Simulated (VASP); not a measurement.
Set up this calculation in VASP 6.6.1, as the native input.

| Quantity | Value |
| --- | --- |
| Task | single point |
| Functional | PBE |
| Potentials or basis | VASP PAW PBE potentials, release 64 (Zn, Cd, Se, S) |
| Cutoff | 520 eV |
| k mesh | 6 × 6 × 4 |
| Occupations | gaussian, width 0.1 eV |
| Spin | no spin polarisation |
| Dipole correction | no |
| Further INCAR settings | ALGO = Normal; EDIFF = 1e-06; NBANDS = 36 |

The structure of ZnCd2Se2S lies in POSCAR:

```
ZnCd2Se2S
1.0
    3.9040254177     -0.0000000025      0.0000000000
   -1.9520127067      3.3809851900      0.0000000000
    0.0000000000      0.0000000000      9.6424507300
Zn Cd Se S
1 2 2 1
Direct
    0.0000000000      0.0000000000      0.5000000000
    0.6666666667      0.3333333333      0.8360420394
    0.3333333333      0.6666666667      0.1639579606
    0.6666666667      0.3333333333      0.3454830043
    0.3333333333      0.6666666667      0.6545169957
    0.0000000000      0.0000000000      0.0000000000
```

The input as run:

INCAR

```
PREC = Accurate
ENCUT = 520
EDIFF = 1E-6
ISMEAR = 0
SIGMA = 0.1
LREAL = False
LASPH = True
NELM = 100
ALGO = Normal
ISIF = 2
LWAVE = False
LCHARG = False
GGA = PE
NBANDS = 36
```

KPOINTS

```
Automatic mesh
0
Gamma
  6 6 4
```

Potentials or basis: VASP PAW PBE potentials, release 64 (Zn, Cd, Se, S).

Launch:

```console
$ cat potpaw_PBE.64/Zn/POTCAR potpaw_PBE.64/Cd/POTCAR potpaw_PBE.64/Se/POTCAR potpaw_PBE.64/S/POTCAR > POTCAR
$ mpirun -np 1 vasp_std > vasp.out
```

It gave:

| Property | Result |
| --- | --- |
| Pressure | 0.3 GPa |
| Largest force | 0.021 eV/Å |
| Band gap on the k mesh | zero (band 27 reaches 2.81 eV, above the bottom of band 28 at 2.32 eV) |

Wall time 65 s on 1 thread of Intel(R) Xeon(R) 6975P-C (Granite Rapids) (shared host), peak memory 0.3 GiB.
